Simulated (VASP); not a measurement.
Ti12NO23 (a cell with a defect) (Rutile), 36 atoms in the cell. The cell holds a defect, 36 atoms: a = 6.497 Å, b = 6.497 Å, c = 8.877 Å, α = 90.00°, β = 90.00°, γ = 90.00°. 

| Item | Value |
| --- | --- |
| Program | VASP 6.6.1 |
| Task | single point |
| Functional | PBE |
| Potentials or basis | VASP PAW PBE potentials, release 64 (Ti_sv, N, O) |
| Cutoff | 520 eV |
| k mesh | 4 × 4 × 3 |
| Occupations | fermi-dirac, width 0.01 eV |
| Spin | no spin polarisation |
| Dipole correction | no |
| Charge | -1 |
| Further INCAR settings | LREAL = Auto; ALGO = Normal; EDIFF = 1e-06; NBANDS = 168; NELECT = 288.0 |

Potentials or basis: VASP PAW PBE potentials, release 64 (Ti_sv, N, O).

Launch:

```sh
$ cat potpaw_PBE.64/Ti_sv/POTCAR potpaw_PBE.64/N/POTCAR potpaw_PBE.64/O/POTCAR > POTCAR
$ mpirun -np 1 vasp_std > vasp.out
```

Hardware: 1 thread of Intel(R) Xeon(R) Platinum 8488C (Sapphire Rapids) (shared host).

How long does it take, and how much memory?

Run time: 39 min on 1 thread of Intel(R) Xeon(R) Platinum 8488C (Sapphire Rapids) (shared host), peak memory 0.85 GiB. Counts: scf iterations 17, k points 18.
